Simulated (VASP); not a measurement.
# Ru (P6_3/mmc) in VASP: single point with r2SCAN

Aim: the single point of Ru with r2SCAN.

All numbers are computed with VASP 6.6.1; they aren't measurements. Logs are shortened: lines on timing, memory, paths and dates and some standing lists are left out, and cuts for length are marked.

**1. The cell of the first run**

It takes space group P6_3/mmc (No. 194, hexagonal). The conventional cell has a = 2.701 Å, b = 2.701 Å, c = 4.274 Å, α = 90.00°, β = 90.00°, γ = 120.00°. Ru (site symmetry -6m2) has 12 Ru at 2.65 to 2.70 Å within 3.5 Å.

**2. Single point, r2SCAN**

Contents of POSCAR:

```
Ru
1.0
    2.7007375200      0.0000000000      0.0000000000
   -1.3503687600      2.3389073012      0.0000000000
    0.0000000000      0.0000000000      4.2738886787
Ru
2
Direct
    0.3333333333      0.6666666667      0.2500000000
    0.6666666667      0.3333333333      0.7500000000
```

Contents of INCAR.step1:

```
ALGO = Normal ; EDIFF = 1E-5
ENCUT = 620 ; GGA = PE
GGA_COMPAT = False ; ISMEAR = -1
LASPH = True ; LCHARG = False
LREAL = False ; LWAVE = True
NBANDS = 23 ; NELM = 120
PREC = Accurate ; SIGMA = 0.1
```

Contents of INCAR.step2:

```
ALGO = Normal ; EDIFF = 1E-6
ENCUT = 620 ; GGA_COMPAT = False
ISIF = 2 ; ISMEAR = -1
ISTART = 1 ; LASPH = True
LCHARG = True ; LELF = True
LMIXTAU = True ; LREAL = False
LVHAR = True ; LWAVE = False
METAGGA = R2SCAN ; NBANDS = 23
NELM = 120 ; PREC = Accurate
SIGMA = 0.1
```

Contents of KPOINTS:

```
k-points
0
Gamma
  18 18 10
```

Potentials or basis: VASP PAW PBE potentials, release 64 (Ru_sv).

Launch:

```
$ cat potpaw_PBE.64/Ru_sv/POTCAR > POTCAR
$ cp INCAR.step1 INCAR
$ mpirun -np 1 vasp_std > vasp.out
$ cp INCAR.step2 INCAR
$ mpirun -np 1 vasp_std > vasp.out
```

OUTCAR:

```text
EDIFF = 1E-6
   ENCUT = 620
   ISIF = 2
   ISMEAR = -1
   ISTART = 1
   LASPH = True
   LREAL = False
   METAGGA = R2SCAN
   NELM = 120
   PREC = Accurate

 ion  position               nearest neighbor table
   1  0.333  0.667  0.250-   2 2.65   2 2.65   2 2.65   2 2.65   2 2.65   2 2.65
   2  0.667  0.333  0.750-   1 2.65   1 2.65   1 2.65   1 2.65   1 2.65   1 2.65

  LATTYP: Found a hexagonal cell.
 ALAT       =     2.7007375200
 C/A-ratio  =     1.5824894671

  Lattice vectors:

 A1 = (   2.7007375200,   0.0000000000,   0.0000000000)
 A2 = (  -1.3503687600,   2.3389073012,   0.0000000000)
 A3 = (   0.0000000000,   0.0000000000,   4.2738886787)

Analysis of symmetry for initial positions (statically):
=====================================================================
 Subroutine PRICEL returns:
 Original cell was already a primitive cell.

 Routine SETGRP: Setting up the symmetry group for a
 hexagonal supercell.

 Subroutine GETGRP returns: Found 24 space group operations
 (whereof 12 operations were pure point group operations)
 out of a pool of 24 trial point group operations.

The static configuration has the point symmetry D_3d.
 The point group associated with its full space group is D_6h.

Analysis of symmetry for dynamics (positions and initial velocities):
=====================================================================
 Subroutine PRICEL returns:
 Original cell was already a primitive cell.

 Routine SETGRP: Setting up the symmetry group for a
 hexagonal supercell.

 Subroutine GETGRP returns: Found 24 space group operations
 (whereof 12 operations were pure point group operations)
 out of a pool of 24 trial point group operations.

The dynamic configuration has the point symmetry D_3d.
 The point group associated with its full space group is D_6h.

 Subroutine INISYM returns: Found 24 space group operations
 (whereof 12 operations are pure point group operations),
 and found     1 'primitive' translations

----------------------------------------------------------------------------------------

                                     Primitive cell

  volume of cell :      26.9972

  direct lattice vectors                    reciprocal lattice vectors
     2.700737520  0.000000000  0.000000000     0.370269229  0.213775039  0.000000000
    -1.350368760  2.338907301  0.000000000     0.000000000  0.427550078  0.000000000
     0.000000000  0.000000000  4.273888679     0.000000000  0.000000000  0.233978953

  length of vectors
     2.700737520  2.700737520  4.273888679     0.427550078  0.427550078  0.233978953

  position of ions in fractional coordinates (direct lattice)
[... 79 lines left out ...]
   EDIFF  = 0.1E-05   stopping-criterion for ELM
   LREAL  =      F    real-space projection
   EDIFFG = 0.1E-04   stopping-criterion for IOM
   NSW    =      0    number of steps for IOM
   IBRION =     -1    ionic relax: 0-MD 1-quasi-New 2-CG
   NFREE  =      0    steps in history (QN), initial steepest desc. (CG)
   ISIF   =      2    stress and relaxation
   ISYM   =      2    0-nonsym 1-usesym 2-fastsym
   POTIM  = 0.5000    time-step for ionic-motion
   TEBEG  =    0.0;   TEEND  =   0.0 temperature during run
   PSTRESS=    0.0 pullay stress
   NELECT =      32.0000    total number of electrons
   NUPDOWN=      -1.0000    fix difference up-down
   EMIN   =  10.00;   EMAX   =-10.00  energy-range for DOS
   EFERMI =   0.00;   METHOD = LEGACY
   ISMEAR =    -1;   SIGMA  =   0.10  broadening in eV -4-tet -1-fermi 0-gaus
   EFERMI_NEDOS =   21; number of points for ismear=-14 and -15
   IALGO  =     38    algorithm
   IMIX   =      4    mixing-type and parameters
     AMIX     =   0.40;   BMIX     =  1.00
     AMIX_MAG =   1.60;   BMIX_MAG =  1.00
  volume/ion in A,a.u.               =      13.50        91.09
  Fermi-wavevector in a.u.,A,eV,Ry     =   1.732548  3.274041 40.840918  3.001723
  Thomas-Fermi vector in A             =   2.806704
   LORBIT       =      0    0 simple, 1 ext, 2 COOP (PROOUT), +10 PAW based schemes
   METAGGA = R2SCAN    functional components
   LHFCALC =     F    Hartree Fock is set to
   AEXX    =    0.0000 exact exchange contribution
   IVDW    =     0    specifies the selected vdW correction
   LEPSILON=     F    determine dielectric tensor
   LRPA    =     F    only Hartree local field effects (RPA)
 non-spin polarized calculation
  energy-cutoff  :      620.00
  volume of cell :       27.00
 maximum number of plane-waves:       972
 NGX is ok and might be reduce to    24
   NGX = 11   NGY = 11   NGZ = 17

 number of electron      31.9999998 magnetization

 Free energy of the ion-electron system (eV)
  ---------------------------------------------------
  ext. energy  EPLUGINS =         0.00000000
  ---------------------------------------------------
  free energy    TOTEN  =       -50.96782108 eV

  energy without entropy =      -50.91552159  energy(sigma->0) =      -50.94167133

 E-fermi :  15.1679     XC(G=0): -15.5796

 val. band max:       15.1578454008   @ k =   0.0000   0.0000   0.2000
 cond. band min:      15.1779821849   @ k =   0.1111   0.0556   0.4000
 fundamental gap:      0.0201367841
 Fermi energy:        15.1679407101

 k-point     1 :       0.0000    0.0000    0.0000
  band No.  band energies     occupation
      1     -60.1861      2.00000
      2     -59.9553      2.00000
      3     -29.9405      2.00000
      4     -28.9185      2.00000
      5     -28.9185      2.00000
      6     -28.7329      2.00000
[... 613 lines left out ...]
     22      27.8357      0.00000
     23      27.8506      0.00000

 [... further k-points ...]

------------------------ aborting loop because EDIFF is reached ----------------------------------------

  FORCE on cell =-STRESS in cart. coord.  units (eV):
  Direction    XX          YY          ZZ          XY          YZ          ZX
  --------------------------------------------------------------------------------------
  -------------------------------------------------------------------------------------
  Total        0.0890679      0.0890679     -0.1442812      0.0000000      0.0000000      0.0000000
  in kB        5.2858300      5.2858300     -8.5625210      0.0000000      0.0000000      0.0000000
  external PRESSURE =       0.6697130 kB  Pullay stress =       0.0000000 kB

 VOLUME and BASIS-vectors are now :
 -----------------------------------------------------------------------------
  energy-cutoff  :      620.00
  volume of cell :       27.00
      direct lattice vectors                 reciprocal lattice vectors
     2.700737520  0.000000000  0.000000000     0.370269229  0.213775039  0.000000000
    -1.350368760  2.338907301  0.000000000     0.000000000  0.427550078  0.000000000
     0.000000000  0.000000000  4.273888679     0.000000000  0.000000000  0.233978953

 POSITION                                       TOTAL-FORCE (eV/Angst)
 -----------------------------------------------------------------------------------
     -0.00000      1.55927      1.06847         0.000000     -0.000000      0.000000
      1.35037      0.77964      3.20542        -0.000000      0.000000      0.000000
 -----------------------------------------------------------------------------------
    total drift:                               -0.000000      0.000000     -0.000000

  FREE ENERGIE OF THE ION-ELECTRON SYSTEM (eV)
  ---------------------------------------------------
  free  energy   TOTEN  =       -50.9678210794 eV

  energy  without entropy=      -50.9155215877  energy(sigma->0) =      -50.94167133
```

It took 7 min on 1 thread of Intel Xeon Platinum 8375C at 2.90GHz (Ice Lake), shared host; peak memory 0.26 GiB.

What came out:

* Free energy: -50.9678 eV
* Pressure: 0.1 GPa
* Band gap on the k mesh: zero (bands 16 and 17 overlap by 3.29 eV)

Stress tensor (GPa, compression positive):
```
 0.53  0.00  0.00
 0.00  0.53  0.00
 0.00  0.00 -0.86
```

Caveat: the PAW data sets were made with another functional, which shifts forces and pressure a little.

The gap in the log of VASP goes by the Fermi energy; the results here count the filled bands.